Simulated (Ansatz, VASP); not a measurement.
## Two plane-wave programs on B

Contents of INCAR:

```
SYSTEM = B
  ALGO = Normal
  EDIFF = 1E-6
  EDIFFG = -0.01
  ENCUT = 600
  GGA = PE
  IBRION = 2
  ISIF = 3
  ISMEAR = 0
  LASPH = .True.
  LCHARG = .False.
  LREAL = .False.
  LWAVE = .False.
  NELM = 100
  NSW = 100
  PREC = Accurate
  SIGMA = 0.1
```

File KPOINTS:

```
k-points
0
Gamma
  12 12 10
  0 0 0
```

The input POSCAR:

```
B
1.0
    3.2524608564      0.0000000000      0.0000000000
    0.0000000000      3.2524608564      0.0000000000
    0.0000000000      0.0000000000      3.8749230006
B
6
Direct
    0.0000000000      0.0000000000      0.2500000000
    0.0000000000      0.0000000000      0.7500000000
    0.6049513054      0.2550613895      0.5000000000
    0.3950486946      0.7449386105      0.5000000000
    0.7449386105      0.6049513054      0.0000000000
    0.2550613895      0.3950486946      0.0000000000
```

Input for Ansatz:

```yaml
crystal:
  lattice:
    - [3.2524608564, 0.0, 0.0]
    - [0.0, 3.2524608564, 0.0]
    - [0.0, 0.0, 3.8749230006]
  atoms:
    - { symbol: B, position: [0.0, 0.0, 0.25] }
    - { symbol: B, position: [0.0, 0.0, 0.75] }
    - { symbol: B, position: [0.6049513054, 0.2550613895, 0.5] }
    - { symbol: B, position: [0.3950486946, 0.7449386105, 0.5] }
    - { symbol: B, position: [0.7449386105, 0.6049513054, 0.0] }
    - { symbol: B, position: [0.2550613895, 0.3950486946, 0.0] }
basis:
  ecutwfc: 420
kpoints:
  mp_grid: { grid: [12, 12, 10] }
hamiltonian:
  xc: pbe
scf:
  occupations: { method: gaussian, width: 0.1 }
output:
  forces: true
  stress: true
  eigenvalues: true
  write_density: true
  write_potential: true
  elf: true
  volumetric_format: npy
relax:
  adjacent_minimum: "off"
  f_tol: 0.01
  max_steps: 80
  cell: { stress_tol: 0.05 }
```

Alike in both runs: task relaxation of cell and atoms; functional PBE; k mesh 12 × 12 × 10; occupations gaussian, width 0.1 eV; no spin polarisation.

|  | VASP | Ansatz |
| --- | --- | --- |
| version | VASP 6.6.1 | Ansatz 0.2.0 |
| potentials or method | VASP PAW PBE potentials, release 64 (B), cutoff 600 eV | scalar-relativistic, plane waves, PAW |
| valence electrons in the cell | 18 | 18 |

|  | VASP | Ansatz | Ansatz less VASP |
| --- | --- | --- | --- |
| gap on the k mesh at the Fermi level, each at its own relaxed structure (eV) | none | none | - |
| relaxed volume (Å³/atom) | 6.89 | 6.89 | +0.005 |
| relaxed length of the cell vector where the two differ most in proportion (Å) | 3.938 | 3.939 | +0.0014 |

A gap of «none» marks a metal or a gap that the smearing closes.
